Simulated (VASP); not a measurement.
# Ni (Fm-3m) in VASP: a series of runs

Ni is run at these levels: LDA; tasks: single point.

Program: VASP 6.6.1. These are calculated values, not measurements. Logs are shortened: lines on timing, memory, paths and dates and some standing lists are left out, and cuts for length are marked.

### Step 1. The cell of the first run

It takes space group Fm-3m (No. 225, cubic). Conventional cell: a = 3.524 Å, b = 3.524 Å, c = 3.524 Å, α = 90.00°, β = 90.00°, γ = 90.00°. Ni (site symmetry m-3m) has 12 Ni at 2.49 Å within 3.3 Å.

### Step 2. Single point, LDA, collinear spin, ferromagnetic start

The input, INCAR:

```
PREC = Accurate
ENCUT = 520
EDIFF = 1E-6
ISMEAR = -1
SIGMA = 0.1
LREAL = F
LASPH = T
NELM = 150
ALGO = Normal
ISIF = 2
LWAVE = F
LCHARG = F
ISPIN = 2
MAGMOM = 0.39
LORBIT = 11
NUPDOWN = 0.39
LMAXMIX = 4
GGA = CA
NBANDS = 15
```

The input, KPOINTS:

```
Automatic mesh
0
Gamma
  16 16 16
```

The input, POSCAR:

```
Ni
1.0
    0.0000000000      1.7619350000      1.7619350000
    1.7619350000      0.0000000000      1.7619350000
    1.7619350000      1.7619350000      0.0000000000
Ni
1
Direct
    0.0000000000      0.0000000000      0.0000000000
```

Potentials or basis: VASP PAW LDA potentials, release 64 (Ni).

Started as:

```
$ cat potpaw_LDA.64/Ni/POTCAR > POTCAR
$ mpirun -np 1 vasp_std > vasp.out
```

OUTCAR:

```text
PREC = Accurate
   ENCUT = 520
   EDIFF = 1E-6
   ISMEAR = -1
   LREAL = F
   LASPH = T
   NELM = 150
   ISIF = 2
   ISPIN = 2
   LORBIT = 11
   NUPDOWN = 0.39
   GGA = CA

 ion  position               nearest neighbor table
   1  0.000  0.000  0.000-

  LATTYP: Found a face centered cubic cell.
 ALAT       =     3.5238700000

  Lattice vectors:

 A1 = (   0.0000000000,   1.7619350000,   1.7619350000)
 A2 = (   1.7619350000,   0.0000000000,   1.7619350000)
 A3 = (   1.7619350000,   1.7619350000,   0.0000000000)

Analysis of symmetry for initial positions (statically):
=====================================================================
 Subroutine PRICEL returns:
 Original cell was already a primitive cell.

 Routine SETGRP: Setting up the symmetry group for a
 face centered cubic supercell.

 Subroutine GETGRP returns: Found 48 space group operations
 (whereof 48 operations were pure point group operations)
 out of a pool of 48 trial point group operations.

The static configuration has the point symmetry O_h .

Analysis of symmetry for dynamics (positions and initial velocities):
=====================================================================
 Subroutine PRICEL returns:
 Original cell was already a primitive cell.

 Routine SETGRP: Setting up the symmetry group for a
 face centered cubic supercell.

 Subroutine GETGRP returns: Found 48 space group operations
 (whereof 48 operations were pure point group operations)
 out of a pool of 48 trial point group operations.

The dynamic configuration has the point symmetry O_h .

Analysis of structural, dynamic, and magnetic symmetry:
=====================================================================
 Subroutine PRICEL returns:
 Original cell was already a primitive cell.

 Routine SETGRP: Setting up the symmetry group for a
 face centered cubic supercell.

 Subroutine GETGRP returns: Found 48 space group operations
 (whereof 48 operations were pure point group operations)
 out of a pool of 48 trial point group operations.

The overall configuration has the point symmetry O_h .

 Subroutine INISYM returns: Found 48 space group operations
 (whereof 48 operations are pure point group operations),
 and found     1 'primitive' translations

----------------------------------------------------------------------------------------

                                     Primitive cell

  volume of cell :      10.9396

  direct lattice vectors                    reciprocal lattice vectors
     0.000000000  1.761935000  1.761935000    -0.283778914  0.283778914  0.283778914
     1.761935000  0.000000000  1.761935000     0.283778914 -0.283778914  0.283778914
     1.761935000  1.761935000  0.000000000     0.283778914  0.283778914 -0.283778914

  length of vectors
     2.491752373  2.491752373  2.491752373     0.491519496  0.491519496  0.491519496

  position of ions in fractional coordinates (direct lattice)
     0.000000000  0.000000000  0.000000000

  ion indices of the primitive-cell ions
   primitive index   ion index
                 1           1

----------------------------------------------------------------------------------------

 KPOINTS: Automatic mesh

Automatic generation of k-mesh.
 Grid dimensions read from file:
 generate k-points for:   16   16   16

 Generating k-lattice:

  Cartesian coordinates                     Fractional coordinates (reciprocal lattice)
    -0.017736182  0.017736182  0.017736182     0.062500000  0.000000000  0.000000000
     0.017736182 -0.017736182  0.017736182     0.000000000  0.062500000  0.000000000
     0.017736182  0.017736182 -0.017736182     0.000000000  0.000000000  0.062500000

  Length of vectors
     0.030719969  0.030719969  0.030719969

  Shift w.r.t. Gamma in fractional coordinates (k-lattice)
     0.000000000  0.000000000  0.000000000

 Subroutine IBZKPT returns following result:
 ===========================================

 Found    145 irreducible k-points:

 Following reciprocal coordinates:
            Coordinates               Weight
  0.000000  0.000000  0.000000      1.000000
  0.062500  0.000000  0.000000      8.000000
  0.125000  0.000000  0.000000      8.000000
  0.187500  0.000000  0.000000      8.000000
  0.250000  0.000000  0.000000      8.000000
  0.312500  0.000000  0.000000      8.000000
[... 16 lines left out ...]
 -0.125000  0.062500  0.000000     24.000000
 -0.062500  0.062500  0.000000     12.000000
 [... further k-points ...]
   k-points           NKPTS =    145   k-points in BZ     NKDIM =    145   number of bands    NBANDS=     15
   number of dos      NEDOS =    301   number of ions     NIONS =      1
   total plane-waves  NPLWV =   8000
   dimension x,y,z NGX =    20 NGY =   20 NGZ =   20
   dimension x,y,z NGXF=    40 NGYF=   40 NGZF=   40
   ions per type =               1
   NGX,Y,Z   is equivalent  to a cutoff of  13.34, 13.34, 13.34 a.u.
   NGXF,Y,Z  is equivalent  to a cutoff of  26.69, 26.69, 26.69 a.u.
 SYSTEM =  unknown system
   PREC   = accura    normal or accurate (medium, high low for compatibility)
   ISTART =      0    job   : 0-new  1-cont  2-samecut
   ICHARG =      2    charge: 1-file 2-atom 10-const
   ISPIN  =      2    spin polarized calculation?
   LNONCOLLINEAR =      F non collinear calculations
   LSORBIT =      F    spin-orbit coupling
   LASPH  =      T    aspherical Exc in radial PAW
   ENCUT  =  520.0 eV  38.22 Ry    6.18 a.u.   4.63  4.63  4.63*2*pi/ulx,y,z
   NELM   =    150;   NELMIN=  2; NELMDL= -5     # of ELM steps
   EDIFF  = 0.1E-05   stopping-criterion for ELM
   LREAL  =      F    real-space projection
   EDIFFG = 0.1E-04   stopping-criterion for IOM
   NSW    =      0    number of steps for IOM
   IBRION =     -1    ionic relax: 0-MD 1-quasi-New 2-CG
   NFREE  =      0    steps in history (QN), initial steepest desc. (CG)
   ISIF   =      2    stress and relaxation
   ISYM   =      2    0-nonsym 1-usesym 2-fastsym
   POTIM  = 0.5000    time-step for ionic-motion
   TEBEG  =    0.0;   TEEND  =   0.0 temperature during run
   PSTRESS=    0.0 pullay stress
   NELECT =      10.0000    total number of electrons
   NUPDOWN=       0.3900    fix difference up-down
   EMIN   =  10.00;   EMAX   =-10.00  energy-range for DOS
   EFERMI =   0.00;   METHOD = LEGACY
   ISMEAR =    -1;   SIGMA  =   0.10  broadening in eV -4-tet -1-fermi 0-gaus
   EFERMI_NEDOS =   21; number of points for ismear=-14 and -15
   IALGO  =     38    algorithm
   IMIX   =      4    mixing-type and parameters
     AMIX     =   0.40;   BMIX     =  1.00
     AMIX_MAG =   1.60;   BMIX_MAG =  1.00
  volume/ion in A,a.u.               =      10.94        73.82
  Fermi-wavevector in a.u.,A,eV,Ry     =   1.588821  3.002436 34.345893  2.524352
  Thomas-Fermi vector in A             =   2.687765
   LORBIT       =     11    0 simple, 1 ext, 2 COOP (PROOUT), +10 PAW based schemes
   GGA     = CA    functional components
   LHFCALC =     F    Hartree Fock is set to
   AEXX    =    0.0000 exact exchange contribution
   IVDW    =     0    specifies the selected vdW correction
   LEPSILON=     F    determine dielectric tensor
   LRPA    =     F    only Hartree local field effects (RPA)
 spin polarized calculation
  energy-cutoff  :      520.00
  volume of cell :       10.94
 maximum number of plane-waves:       306
   NGX =  9   NGY =  9   NGZ =  9

 number of electron      10.0000010 magnetization       0.3900001

 Free energy of the ion-electron system (eV)
  ---------------------------------------------------
  ext. energy  EPLUGINS =         0.00000000
  ---------------------------------------------------
  free energy    TOTEN  =        -6.54606005 eV

  energy without entropy =       -6.47067786  energy(sigma->0) =       -6.50836895

 E-fermi :   8.9021     XC(G=0): -13.5791

 val. band max:        8.8972367228   @ k =  -0.3125   0.0625   0.0000
 cond. band min:       8.8551650992   @ k =  -0.3750   0.0625   0.0000
 fundamental gap:     -0.0420716237
 Fermi energy:         8.7813347777

 spin component 1

 k-point     1 :       0.0000    0.0000    0.0000
  band No.  band energies     occupation
      1       0.0113      1.00000
      2       6.7359      1.00000
      3       6.7359      1.00000
      4       6.7359      1.00000
      5       7.8662      0.99989
      6       7.8662      0.99989
      7      32.6861      0.00000
      8      36.4028      0.00000
      9      36.4028      0.00000
     10      36.4028      0.00000
     11      39.3723      0.00000
     12      39.3723      0.00000
     13      39.3723      0.00000
     14      42.5377      0.00000
     15      48.4867      0.00000
[... 397 lines left out ...]
 k-point    24 :      -0.0625    0.0625    0.0000
  band No.  band energies     occupation
      1       0.4146      1.00000
      2       6.6228      1.00000
      3       6.8199      1.00000
      4       6.8375      1.00000
      5       7.7817      0.99995
      6       7.8817      0.99988
      7      31.3074      0.00000
      8      32.8770      0.00000
      9      35.1763      0.00000
     10      36.9848      0.00000
     11      39.5398      0.00000
     12      39.7021      0.00000
     13      42.6096      0.00000
     14      44.6091      0.00000
     15      45.1614      0.00000

 [... further k-points ...]

 spin component 2

 k-point     1 :       0.0000    0.0000    0.0000
  band No.  band energies     occupation
      1       0.0335      1.00000
      2       7.1346      1.00000
      3       7.1346      1.00000
      4       7.1346      1.00000
      5       8.2370      0.99871
      6       8.2370      0.99871
      7      32.6681      0.00000
      8      36.4315      0.00000
      9      36.4315      0.00000
     10      36.4315      0.00000
     11      39.4736      0.00000
     12      39.4736      0.00000
     13      39.4736      0.00000
     14      42.5147      0.00000
     15      48.5925      0.00000
[... 397 lines left out ...]
 k-point    24 :      -0.0625    0.0625    0.0000
  band No.  band energies     occupation
      1       0.4371      1.00000
      2       7.0152      1.00000
      3       7.2209      1.00000
      4       7.2370      1.00000
      5       8.1495      0.99946
      6       8.2531      0.99848
      7      31.3467      0.00000
      8      32.9282      0.00000
      9      35.2021      0.00000
     10      37.0155      0.00000
     11      39.6381      0.00000
     12      39.7405      0.00000
     13      42.6516      0.00000
     14      44.7110      0.00000
     15      45.2041      0.00000

 [... further k-points ...]

------------------------ aborting loop because EDIFF is reached ----------------------------------------

  FORCE on cell =-STRESS in cart. coord.  units (eV):
  Direction    XX          YY          ZZ          XY          YZ          ZX
  --------------------------------------------------------------------------------------
  -------------------------------------------------------------------------------------
  Total       -1.2181788     -1.2181788     -1.2181788      0.0000000      0.0000000     -0.0000000
  in kB     -178.4111426   -178.4111426   -178.4111426      0.0000000      0.0000000     -0.0000000
  external PRESSURE =    -178.4111426 kB  Pullay stress =       0.0000000 kB

 VOLUME and BASIS-vectors are now :
 -----------------------------------------------------------------------------
  energy-cutoff  :      520.00
  volume of cell :       10.94
      direct lattice vectors                 reciprocal lattice vectors
     0.000000000  1.761935000  1.761935000    -0.283778914  0.283778914  0.283778914
     1.761935000  0.000000000  1.761935000     0.283778914 -0.283778914  0.283778914
     1.761935000  1.761935000  0.000000000     0.283778914  0.283778914 -0.283778914

 POSITION                                       TOTAL-FORCE (eV/Angst)
 -----------------------------------------------------------------------------------
      0.00000      0.00000      0.00000         0.000000     -0.000000     -0.000000
 -----------------------------------------------------------------------------------
    total drift:                               -0.000000     -0.000000     -0.000000

  FREE ENERGIE OF THE ION-ELECTRON SYSTEM (eV)
  ---------------------------------------------------
  free  energy   TOTEN  =        -6.5460600464 eV

  energy  without entropy=       -6.4706778613  energy(sigma->0) =       -6.50836895

 total charge

# of ion       s       p       d       tot
------------------------------------------
    1        0.495   0.489   8.328   9.312

 magnetization (x)

# of ion       s       p       d       tot
------------------------------------------
    1       -0.004  -0.014   0.412   0.394
```

Wall time 1.8 min (1 thread of AMD EPYC 7R13, shared host); peak memory 0.12 GiB.

Results:

- Free energy: -6.5461 eV
- Pressure: -17.8 GPa
- Net moment: 0.39 μB per cell
- Site moments: Ni +0.39 μB
- Valence electrons inside the program's atomic spheres: Ni 9.31

Caveat: the total moment is fixed, so each spin has its own Fermi level.

### Step 3. Single point, LDA, collinear spin, ferromagnetic start

The input, INCAR:

```
SYSTEM = Ni
PREC = Accurate
ENCUT = 520
EDIFF = 1E-6
ISMEAR = -1
SIGMA = 0.1
LREAL = .FALSE.
LASPH = .TRUE.
NELM = 150
ALGO = Normal
ISIF = 2
LWAVE = .FALSE.
LCHARG = .TRUE.
ISPIN = 2
MAGMOM = 0.39
LORBIT = 11
NUPDOWN = 0.39
LMAXMIX = 4
GGA = CA
LELF = .TRUE.
LVHAR = .TRUE.
NBANDS = 15
```

The input, KPOINTS:

```
Automatic mesh
0
G
  16 16 16
  0 0 0
```

POSCAR is that of step 2.

Potentials or basis: VASP PAW LDA potentials, release 64 (Ni).

Started as:

```
$ cat potpaw_LDA.64/Ni/POTCAR > POTCAR
$ mpirun -np 1 vasp_std > vasp.out
```

Wall time 1.9 min (1 thread of AMD EPYC 7R13, shared host); peak memory 0.12 GiB.

The run converged. Its results:

```
Free energy                                           : -6.5461 eV
Pressure                                              : -17.8 GPa
Net moment                                            : 0.39 μB per cell
Site moments                                          : Ni +0.39 μB
Valence electrons inside the program's atomic spheres : Ni 9.31
```

Caveat: the total moment is fixed, so each spin has its own Fermi level.
